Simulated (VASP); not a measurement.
## V: single point with PBE

Crystal: V.

```
V
1.0
     0.00000    1.95817    1.95817
     1.95817    0.00000    1.95817
     1.95817    1.95817    0.00000
V
1
Direct
  0.00000 0.00000 0.00000
```

This isn't the form of V at room conditions, which is bcc.

| Property | Result |
| --- | --- |
| Program | VASP 6.6.1 |
| Task | single point |
| Functional | PBE |
| Potentials or basis | VASP PAW PBE potentials, release 64 (V_sv) |
| Cutoff | 520 eV |
| k mesh | 16 × 16 × 16 |
| Occupations | fermi-dirac, width 0.05 eV |
| Spin | collinear spin, ferromagnetic start |
| Starting moments | [1.0] μB |

```
Pressure                                              : -11.5 GPa
Net moment                                            : 0.00 μB per cell
Valence electrons inside the program's atomic spheres : V 11.47
```

Levels at points of the mesh, in eV from the Fermi level:
Spin up:
| k point | band 4 | band 5 | band 6 | band 7 | band 8 | band 9 |
| --- | --- | --- | --- | --- | --- | --- |
| (0.00, 0.00, 0.00) | -37.61 | -6.60 | 0.17 | 0.17 | 0.17 | 1.73 |
| (0.50, 0.00, 0.00) | -37.69 | -3.07 | 0.07 | 0.07 | 0.63 | 2.76 |
| (0.50, 0.50, 0.00) | -37.83 | -3.11 | -2.33 | 2.75 | 3.03 | 3.03 |
Spin down:
```tsv
k point	band 3	band 4	band 5	band 6	band 7	band 8	band 9	band 10
(0.00, 0.00, 0.00)	-37.61	-37.61	-6.60	0.17	0.17	0.17	1.73	1.73
(0.50, 0.00, 0.00)	-37.69	-37.69	-3.07	0.07	0.07	0.63	2.76	2.76
(0.50, 0.50, 0.00)	-37.83	-37.83	-3.11	-2.33	2.75	3.03	3.03	3.04
```

Wall time 94 s on 1 thread of Intel Xeon 8259CL, with other jobs on the host, peak memory 0.18 GiB.

Caveat: the cell stands under tension; the moments typed at the start vanished in this run.
